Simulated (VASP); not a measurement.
# Sc2AlF3 (P4mm) in VASP: single point with PBE

Aim: the single point of Sc2AlF3 with PBE.

Everything below comes from runs of VASP 6.6.1. Logs are shortened: lines on timing, memory, paths and dates and some standing lists are left out, and cuts for length are marked.

## (1) The cell of the first run

It takes space group P4mm (No. 99, tetragonal). The conventional cell has a = 3.154 Å, b = 3.154 Å, c = 9.102 Å, α = 90.00°, β = 90.00°, γ = 90.00°. Within 3.6 Å of Sc (site symmetry 4mm) lie 4 Al at 2.72 Å and 6 F at 2.74 to 2.98 Å and 4 Sc at 3.15 Å. Sc (site symmetry 4mm) has 9 F at 2.73 to 2.94 Å and 1 Al at 3.01 Å and 4 Sc at 3.15 Å within 3.6 Å. Within 3.5 Å of Al (site symmetry 4mm) lie 5 F at 2.64 to 3.15 Å and 5 Sc at 2.72 to 3.01 Å and 4 Al at 3.15 Å. Within 3.5 Å of F (site symmetry 4mm) lie 9 F at 2.62 to 3.16 Å and 5 Sc at 2.73 to 2.96 Å. F (site symmetry 4mm) has 4 Al at 2.64 Å and 5 Sc at 2.74 to 2.98 Å and 5 F at 3.15 to 3.16 Å within 3.5 Å. F (site symmetry 4mm) has 8 F at 2.62 to 3.15 Å and 5 Sc at 2.74 to 2.94 Å and 1 Al at 3.15 Å within 3.5 Å.

The cell was built from a structure type or drawn by symmetry, and may not be a known phase.

## (2) Single point, PBE

File INCAR:

```
SYSTEM = Sc2AlF3
ALGO = Normal
EDIFF = 1E-6
ENCUT = 520
GGA = PE
ISIF = 2
ISMEAR = 0
LASPH = .TRUE.
LCHARG = .FALSE.
LREAL = .FALSE.
LWAVE = .FALSE.
NBANDS = 32
NELM = 60
PREC = Accurate
SIGMA = 0.1
```

File KPOINTS:

```
k-points
0
G
  6 6 2
  0 0 0
```

File POSCAR:

```
Sc2AlF3
1.0
    3.1535319000      0.0000000000      0.0000000000
    0.0000000000      3.1535319000      0.0000000000
    0.0000000000      0.0000000000      9.1020933800
Sc Al F
2 1 3
Direct
    0.0000000000      0.0000000000      0.9999432600
    0.5000000000      0.5000000000      0.5015775000
    0.5000000000      0.5000000000      0.1713354600
    0.0000000000      0.0000000000      0.6746923900
    0.0000000000      0.0000000000      0.3274696500
    0.5000000000      0.5000000000      0.8249817500
```

Potentials or basis: VASP PAW PBE potentials, release 64 (Sc_sv, Al, F).

The run is started by

```bash
$ cat potpaw_PBE.64/Sc_sv/POTCAR potpaw_PBE.64/Al/POTCAR potpaw_PBE.64/F/POTCAR > POTCAR
$ mpirun -np 1 vasp_std > vasp.out
```

OUTCAR:

```text
SYSTEM = Sc2AlF3
   EDIFF = 1E-6
   ENCUT = 520
   GGA = PE
   ISIF = 2
   ISMEAR = 0
   LASPH = .TRUE.
   LREAL = .FALSE.
   NELM = 60
   PREC = Accurate

 ion  position               nearest neighbor table
   1  0.000  0.000  1.000-   3 2.72   3 2.72   3 2.72   3 2.72
   2  0.500  0.500  0.502-   3 3.01
   3  0.500  0.500  0.171-   1 2.72   1 2.72   1 2.72   1 2.72   2 3.01
   4  0.000  0.000  0.675-
   5  0.000  0.000  0.327-
   6  0.500  0.500  0.825-

  LATTYP: Found a simple tetragonal cell.
 ALAT       =     3.1535319000
 C/A-ratio  =     2.8863172052

  Lattice vectors:

 A1 = (   3.1535319000,   0.0000000000,   0.0000000000)
 A2 = (   0.0000000000,   3.1535319000,   0.0000000000)
 A3 = (   0.0000000000,   0.0000000000,   9.1020933800)

Analysis of symmetry for initial positions (statically):
=====================================================================
 Subroutine PRICEL returns:
 Original cell was already a primitive cell.

 Routine SETGRP: Setting up the symmetry group for a
 simple tetragonal supercell.

 Subroutine GETGRP returns: Found  8 space group operations
 (whereof  8 operations were pure point group operations)
 out of a pool of 16 trial point group operations.

The static configuration has the point symmetry C_4v.

Analysis of symmetry for dynamics (positions and initial velocities):
=====================================================================
 Subroutine PRICEL returns:
 Original cell was already a primitive cell.

 Routine SETGRP: Setting up the symmetry group for a
 simple tetragonal supercell.

 Subroutine GETGRP returns: Found  8 space group operations
 (whereof  8 operations were pure point group operations)
 out of a pool of 16 trial point group operations.

The dynamic configuration has the point symmetry C_4v.

 Subroutine INISYM returns: Found  8 space group operations
 (whereof  8 operations are pure point group operations),
 and found     1 'primitive' translations

----------------------------------------------------------------------------------------

                                     Primitive cell

  volume of cell :      90.5182

  direct lattice vectors                    reciprocal lattice vectors
     3.153531900  0.000000000  0.000000000     0.317104768  0.000000000  0.000000000
[... 89 lines left out ...]
   EDIFF  = 0.1E-05   stopping-criterion for ELM
   LREAL  =      F    real-space projection
   EDIFFG = 0.1E-04   stopping-criterion for IOM
   NSW    =      0    number of steps for IOM
   IBRION =     -1    ionic relax: 0-MD 1-quasi-New 2-CG
   NFREE  =      0    steps in history (QN), initial steepest desc. (CG)
   ISIF   =      2    stress and relaxation
   ISYM   =      2    0-nonsym 1-usesym 2-fastsym
   POTIM  = 0.5000    time-step for ionic-motion
   TEBEG  =    0.0;   TEEND  =   0.0 temperature during run
   PSTRESS=    0.0 pullay stress
   NELECT =      46.0000    total number of electrons
   NUPDOWN=      -1.0000    fix difference up-down
   EMIN   =  10.00;   EMAX   =-10.00  energy-range for DOS
   EFERMI =   0.00;   METHOD = LEGACY
   ISMEAR =     0;   SIGMA  =   0.10  broadening in eV -4-tet -1-fermi 0-gaus
   EFERMI_NEDOS =   21; number of points for ismear=-14 and -15
   IALGO  =     38    algorithm
   IMIX   =      4    mixing-type and parameters
     AMIX     =   0.40;   BMIX     =  1.00
     AMIX_MAG =   1.60;   BMIX_MAG =  1.00
  volume/ion in A,a.u.               =      15.09       101.81
  Fermi-wavevector in a.u.,A,eV,Ry     =   1.306418  2.468772 23.221448  1.706728
  Thomas-Fermi vector in A             =   2.437221
   LORBIT       =      0    0 simple, 1 ext, 2 COOP (PROOUT), +10 PAW based schemes
   GGA     = PE    functional components
   LHFCALC =     F    Hartree Fock is set to
   AEXX    =    0.0000 exact exchange contribution
   IVDW    =     0    specifies the selected vdW correction
   LEPSILON=     F    determine dielectric tensor
   LRPA    =     F    only Hartree local field effects (RPA)
 non-spin polarized calculation
 Gauss-broadening in eV      SIGMA  =   0.10
  energy-cutoff  :      520.00
  volume of cell :       90.52
 maximum number of plane-waves:      2496
 NGX is ok and might be reduce to    24
   NGX = 11   NGY = 11   NGZ = 33

 number of electron      45.9999978 magnetization

 Free energy of the ion-electron system (eV)
  ---------------------------------------------------
  ext. energy  EPLUGINS =         0.00000000
  ---------------------------------------------------
  free energy    TOTEN  =       -31.17724373 eV

  energy without entropy =      -31.14262695  energy(sigma->0) =      -31.15993534

 E-fermi :   4.0804     XC(G=0): -10.0357

 val. band max:        4.0766184021   @ k =   0.3333   0.0000   0.5000
 cond. band min:       4.1466482199   @ k =   0.5000   0.1667   0.5000
 fundamental gap:      0.0700298178
 Fermi energy:         4.0803585212

 k-point     1 :       0.0000    0.0000    0.0000
  band No.  band energies     occupation
      1     -46.6229      2.00000
      2     -45.4029      2.00000
      3     -25.3136      2.00000
      4     -25.0600      2.00000
      5     -25.0600      2.00000
      6     -24.1377      2.00000
[... 689 lines left out ...]
     31       8.1969      0.00000
     32       8.1969      0.00000

------------------------ aborting loop because EDIFF is reached ----------------------------------------

  FORCE on cell =-STRESS in cart. coord.  units (eV):
  Direction    XX          YY          ZZ          XY          YZ          ZX
  --------------------------------------------------------------------------------------
  -------------------------------------------------------------------------------------
  Total       -0.6182385     -0.6182385     -6.3319646      0.0000000      0.0000000      0.0000000
  in kB      -10.9428614    -10.9428614   -112.0761789      0.0000000      0.0000000      0.0000000
  external PRESSURE =     -44.6539672 kB  Pullay stress =       0.0000000 kB

 VOLUME and BASIS-vectors are now :
 -----------------------------------------------------------------------------
  energy-cutoff  :      520.00
  volume of cell :       90.52
      direct lattice vectors                 reciprocal lattice vectors
     3.153531900  0.000000000  0.000000000     0.317104768  0.000000000  0.000000000
     0.000000000  3.153531900  0.000000000     0.000000000  0.317104768  0.000000000
     0.000000000  0.000000000  9.102093380     0.000000000  0.000000000  0.109864836

 POSITION                                       TOTAL-FORCE (eV/Angst)
 -----------------------------------------------------------------------------------
      0.00000      0.00000      9.10158        -0.000000      0.000000     -4.160517
      1.57677      1.57677      4.56541         0.000000      0.000000      2.566195
      1.57677      1.57677      1.55951        -0.000000     -0.000000      0.321706
      0.00000      0.00000      6.14111        -0.000000      0.000000     -3.222312
      0.00000      0.00000      2.98066        -0.000000      0.000000      2.178439
      1.57677      1.57677      7.50906        -0.000000      0.000000      2.316488
 -----------------------------------------------------------------------------------
    total drift:                                0.000000     -0.000000      0.000977

  FREE ENERGIE OF THE ION-ELECTRON SYSTEM (eV)
  ---------------------------------------------------
  free  energy   TOTEN  =       -31.1772437273 eV

  energy  without entropy=      -31.1426269453  energy(sigma->0) =      -31.15993534
```

OSZICAR:

```text
N       E                     dE             d eps       ncg     rms          rms(c)
DAV:   1     0.663085908019E+03    0.66309E+03   -0.21021E+04  1280   0.149E+03
DAV:   2     0.813332191054E+02   -0.58175E+03   -0.56405E+03  1328   0.499E+02
DAV:   3    -0.322533389536E+02   -0.11359E+03   -0.10838E+03  2112   0.191E+02
DAV:   4    -0.385138378399E+02   -0.62605E+01   -0.62348E+01  2064   0.548E+01
DAV:   5    -0.385715928203E+02   -0.57755E-01   -0.57723E-01  1848   0.730E+00    0.139E+01
DAV:   6    -0.335868366153E+02    0.49848E+01   -0.33729E+01  2064   0.501E+01    0.106E+01
DAV:   7    -0.324600644480E+02    0.11268E+01   -0.17442E+01  2024   0.288E+01    0.657E+00
DAV:   8    -0.313784755453E+02    0.10816E+01   -0.29239E+00  2056   0.889E+00    0.321E+00
DAV:   9    -0.312276859474E+02    0.15079E+00   -0.14214E+00  1944   0.522E+00    0.248E+00
DAV:  10    -0.312364664539E+02   -0.87805E-02   -0.65701E-01  2208   0.332E+00    0.166E+00
DAV:  11    -0.311893887906E+02    0.47078E-01   -0.57335E-01  2088   0.234E+00    0.105E+00
DAV:  12    -0.311816142671E+02    0.77745E-02   -0.10835E-01  1968   0.136E+00    0.563E-01
DAV:  13    -0.311787889966E+02    0.28253E-02   -0.44685E-03  2080   0.417E-01    0.340E-01
DAV:  14    -0.311776311763E+02    0.11578E-02   -0.16941E-03  1984   0.226E-01    0.164E-01
DAV:  15    -0.311773101806E+02    0.32100E-03   -0.35699E-04  2176   0.999E-02    0.679E-02
DAV:  16    -0.311772427446E+02    0.67436E-04   -0.18646E-04  1920   0.636E-02    0.102E-02
DAV:  17    -0.311772437273E+02   -0.98268E-06   -0.48672E-06  1528   0.179E-02
   1 F= -.31177244E+02 E0= -.31159935E+02  d E =-.346168E-01
```

stdout:

```text
POSCAR found type information on POSCAR ScAlF
 POSCAR found :  3 types and       6 ions
 scaLAPACK will be used
 LDA part: xc-table for (Slater+PW92), standard interpolation
 POSCAR, INCAR and KPOINTS ok, starting setup
 FFT: planning ... GRIDC
 FFT: planning ... GRID_SOFT
 FFT: planning ... GRID
 WAVECAR not read
 entering main loop
```

Wall time 61 s (1 thread of AMD EPYC 7R13 (Zen 3), shared host); peak memory 0.18 GiB.

Results:

```yaml
Free_energy: -31.1772 eV
Pressure: -4.5 GPa
Largest_force: 4.161 eV/Å
Band_gap_on_the_k_mesh: zero (bands 23 and 24 overlap by 0.39 eV)
```

Forces in eV/Å, atoms in the order of the input:
```
Sc   0.000  0.000 -4.161
Sc   0.000  0.000  2.566
Al   0.000  0.000  0.322
F    0.000  0.000 -3.222
F    0.000  0.000  2.178
F    0.000  0.000  2.316
```

Stress tensor (GPa, compression positive):
```
 -1.09   0.00   0.00
  0.00  -1.09   0.00
  0.00   0.00 -11.21
```

Caveat: the cell stands under tension; forces of over 1 eV/Å act on the atoms, so gaps and moduli don't describe the material at rest.
